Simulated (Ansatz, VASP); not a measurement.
# CoO in VASP and in Ansatz

File INCAR:

```
ALGO = Normal
EDIFF = 1E-6
ENCUT = 520
GGA = PE
ISIF = 2
ISMEAR = -1
ISPIN = 2
LASPH = True
LCHARG = False
LMAXMIX = 4
LORBIT = 11
LREAL = False
LWAVE = False
MAGMOM = 2 0
NBANDS = 18
NELM = 150
PREC = Accurate
SIGMA = 0.05
```

KPOINTS

```
k-points
0
Gamma
  10 10 10
```

The input POSCAR:

```
CoO
1.0
    2.5705263100      0.0000000000      0.0000000000
    0.0000000000      2.5705263100      0.0000000000
    0.0000000000      0.0000000000      2.5705263100
Co O
1 1
Direct
    0.0128040000      0.0027270000     -0.0036410000
    0.4838740000      0.5022530000      0.5003610000
```

Contents of input.yaml:

```yaml
crystal:
  lattice:
    - [2.57052631, 0.0, 0.0]
    - [0.0, 2.57052631, 0.0]
    - [0.0, 0.0, 2.57052631]
  atoms:
    - { symbol: Co, position: [0.012804, 0.002727, -0.003641], spin: 2.0 }
    - { symbol: O, position: [0.483874, 0.502253, 0.500361] }
kpoints:
  mp_grid: { grid: [10, 10, 10] }
scf:
  occupations: { method: fermi_dirac, width: 0.05 }
hamiltonian:
  xc: pbe
  pseudopotentials: { kind: all_electron, lapw: { basis_error: 0.001 } }
magnetization:
  spin_polarized: true
output:
  forces: true
  stress: true
  eigenvalues: true
  populations: true
```

Change from the starting cell: atoms moved at random, drawn with an rms of 0.05 Å.

Alike in both runs: task single point; functional PBE; k mesh 10 × 10 × 10; occupations fermi-dirac, width 0.05 eV; collinear spin.

```csv
,VASP,Ansatz
version,VASP 6.6.1,Ansatz 0.2.0
potentials or method,"VASP PAW PBE potentials, release 64 (Co, O), cutoff 520 eV","all-electron LAPW, scalar-relativistic"
```

```tsv
	VASP	Ansatz	Ansatz less VASP
gap on the k mesh at the Fermi level (eV)	none	none	-
pressure (GPa)	11.6	12.1	+0.50
traceless stress, the component that is largest in VASP (GPa)	-0.13	-0.13	-0.001
rms of the force components (eV/Å)	0.014	0.012	-0.0025
net moment per atom (μB)	1.50	1.50	0.000
size of the moment on the site where the two differ most (μB)	2.49	2.53	+0.039
```

Site moments also hang on the region over which each program counts them. Atom by atom the forces differ by 0.003 eV/Å (rms over components). A gap of «none» marks a metal or a gap that the smearing closes. Ansatz ran all-electron here, and VASP with PAW potentials.
